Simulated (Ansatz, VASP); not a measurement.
## One calculation of In, two programs

```
CELL_PARAMETERS angstrom
7.80822 0.00000 0.00000
0.00000 7.80822 0.00000
0.00000 0.00000 3.09761
ATOMIC_POSITIONS crystal
In 0.13737 0.36263 0.00000
In 0.36263 0.86263 0.00000
In 0.86263 0.63737 0.00000
In 0.63737 0.13737 0.00000
In 0.00000 0.00000 0.00000
In 0.50000 0.50000 0.00000
```

Alike in both runs: functional PBE; k mesh 6 × 6 × 12; occupations gaussian, width 0.1 eV; no spin polarisation.

Ansatz relaxed the structure, and its values are those at the end. VASP's run is a single point on that final structure, the one shown.

|  | VASP | Ansatz |
| --- | --- | --- |
| version | VASP 6.6.1 | Ansatz 0.2.0 |
| potentials or method | VASP PAW PBE potentials, release 64 (In_d), cutoff 520 eV | scalar-relativistic, plane waves, PAW |
| valence electrons in the cell | 78 | 78 |

```tsv
	VASP	Ansatz	Ansatz less VASP
gap on the k mesh at the Fermi level (eV)	none	none	-
pressure (GPa)	0.0	0.0	+0.03
```

A gap of «none» marks a metal or a gap that the smearing closes.
